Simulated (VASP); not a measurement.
A run of VASP 6.6.1:

File POSCAR:

```
Sb
1.0
    3.1036141278      0.0000000000      0.0000000000
    0.0000000000      3.1036141278      0.0000000000
    0.0000000000      0.0000000000      3.1036141278
Sb
1
Direct
    0.0000000000      0.0000000000      0.0000000000
```

Contents of INCAR.step1:

```
  PREC = Accurate
  ENCUT = 520
  ISMEAR = 0
  SIGMA = 0.05
  LREAL = False
  LASPH = True
  NELM = 100
  NBANDS = 8
  GGA = PE
  ALGO = Normal
  EDIFF = 1E-4
  LWAVE = True
  LCHARG = False
```

File INCAR.step2:

```
  PREC = Accurate
  ENCUT = 520
  EDIFF = 1E-6
  ISMEAR = 0
  SIGMA = 0.05
  LREAL = False
  LASPH = True
  NELM = 100
  ALGO = Normal
  ISIF = 2
  LWAVE = False
  LCHARG = True
  METAGGA = R2SCAN
  LMIXTAU = True
  LELF = True
  LVHAR = True
  NBANDS = 8
  ISTART = 1
```

File KPOINTS:

```
Automatic mesh
0
Gamma
  7 7 7
```

Potentials or basis: VASP PAW PBE potentials, release 64 (Sb).

Run with:

```console
$ cat potpaw_PBE.64/Sb/POTCAR > POTCAR
$ cp INCAR.step1 INCAR
$ mpirun -np 1 vasp_std > vasp.out
$ cp INCAR.step2 INCAR
$ mpirun -np 1 vasp_std > vasp.out
```

Hardware: 1 thread of AMD EPYC 7R13, on a shared host.

Problem. Estimate the wall time of this run.

Solution. Run time: 25 s on 1 thread of AMD EPYC 7R13 (shared host), peak memory 0.11 GiB. Counts: k points 20.
